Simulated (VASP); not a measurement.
A run of VASP 6.6.1 is set up as follows.

File INCAR:

```
SYSTEM = FeCo
PREC = Accurate
ENCUT = 600
EDIFF = 1E-6
ISMEAR = 0
SIGMA = 0.15
LREAL = .False.
LASPH = .True.
NELM = 200
ALGO = Normal
ISIF = 2
LWAVE = .False.
LCHARG = .True.
ISPIN = 2
MAGMOM = 2.99 1.98
LORBIT = 11
LMAXMIX = 4
GGA = PS
LELF = .True.
LVHAR = .True.
NBANDS = 20
GGA_COMPAT = .False.
```

The input KPOINTS:

```
regular mesh
0
Gamma
  18 18 18
  0 0 0
```

Contents of POSCAR:

```
FeCo
1.0
    2.8000209174      0.0000000000      0.0000000000
    0.0000000000      2.8000209174      0.0000000000
    0.0000000000      0.0000000000      2.8000209174
Fe Co
1 1
Direct
    0.5000000000      0.5000000000      0.5000000000
    0.0000000000      0.0000000000      0.0000000000
```

Potentials or basis: VASP PAW PBE potentials, release 64 (Fe, Co).

Launch:

```sh
$ cat potpaw_PBE.64/Fe/POTCAR potpaw_PBE.64/Co/POTCAR > POTCAR
$ mpirun -np 1 vasp_std > vasp.out
```

(1) Estimate the pressure.

(2) Estimate the net moment.

(3) What does it give for the site moments?

## Answers

(1) -0.3 GPa.

(2) 4.43 μB per cell.

(3) Fe +2.69; Co +1.73 μB.

Caveat: the PAW data sets were made with another functional, which shifts forces and pressure a little.
